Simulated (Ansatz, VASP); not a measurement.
## One calculation of Ca, two programs

Contents of INCAR:

```
SYSTEM = Ca
ALGO = Normal
EDIFF = 1E-6
ENCUT = 500
GGA = PE
GGA_COMPAT = .False.
ISIF = 2
ISMEAR = 0
LASPH = .True.
LCHARG = .False.
LREAL = .False.
LWAVE = .False.
NBANDS = 11
NELM = 120
PREC = Accurate
SIGMA = 0.1
```

KPOINTS

```
k-points
0
Gamma
  6 6 6
  0 0 0
```

File POSCAR:

```
Ca
1.0
   -2.3294995349      2.3294995349      2.3294995349
    2.3294995349     -2.3294995349      2.3294995349
    2.3294995349      2.3294995349     -2.3294995349
Ca
1
Direct
    0.0000000000      0.0000000000      0.0000000000
```

Input for Ansatz:

```yaml
crystal:
  lattice:
    - [-2.3294995349, 2.3294995349, 2.3294995349]
    - [2.3294995349, -2.3294995349, 2.3294995349]
    - [2.3294995349, 2.3294995349, -2.3294995349]
  atoms:
    - { symbol: Ca, position: [0.0, 0.0, 0.0] }
basis:
  ecutwfc: 420
kpoints:
  mp_grid: { grid: [6, 6, 6] }
hamiltonian:
  xc: pbe
scf:
  occupations: { method: gaussian, width: 0.1 }
output:
  forces: true
  stress: true
  eigenvalues: true
```

Alike in both runs: task single point; functional PBE; k mesh 6 × 6 × 6; occupations gaussian, width 0.1 eV; no spin polarisation.

```csv
,VASP,Ansatz
version,VASP 6.6.1,Ansatz 0.2.0
potentials or method,"VASP PAW PBE potentials, release 64 (Ca_sv), cutoff 500 eV","scalar-relativistic, plane waves, PAW"
valence electrons in the cell,10,10
```

```csv
,VASP,Ansatz,Ansatz less VASP
gap on the k mesh at the Fermi level (eV),none,none,-
pressure (GPa),-2.2,-2.2,-0.01
```

A gap of «none» marks a metal or a gap that the smearing closes. The functional is the same, so the differences come from potentials, cutoffs and numerics.
